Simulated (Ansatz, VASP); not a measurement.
## Two plane-wave programs on Mg

```
Mg
1.0
     0.00000    2.24667    2.24667
     2.24667    0.00000    2.24667
     2.24667    2.24667    0.00000
Mg
1
Direct
  0.00000 0.00000 0.00000
```

Alike in both runs: functional PBEsol; k mesh 16 × 16 × 16; occupations gaussian, width 0.1 eV; no spin polarisation.

Ansatz relaxed the structure, and its values are those at the end. VASP's run is a single point on that final structure, the one shown.

|  | VASP | Ansatz |
| --- | --- | --- |
| version | VASP 6.6.1 | Ansatz 0.2.0 |
| potentials or method | VASP PAW PBE potentials, release 64 (Mg), cutoff 520 eV | scalar-relativistic, plane waves, PAW |
| valence electrons in the cell | 2 | 10 |

|  | VASP | Ansatz | Ansatz less VASP |
| --- | --- | --- | --- |
| gap on the k mesh at the Fermi level (eV) | none | none | - |
| pressure (GPa) | 0.0 | 0.0 | +0.05 |

VASP's potentials were made for PBE, not for PBEsol. A gap of «none» marks a metal or a gap that the smearing closes. With one functional, cell and mesh, what is left measures potentials, basis and numerics. VASP's potentials hold 2 valence electrons a cell and Ansatz's 10, so a difference there can come from the potentials and not from the codes.
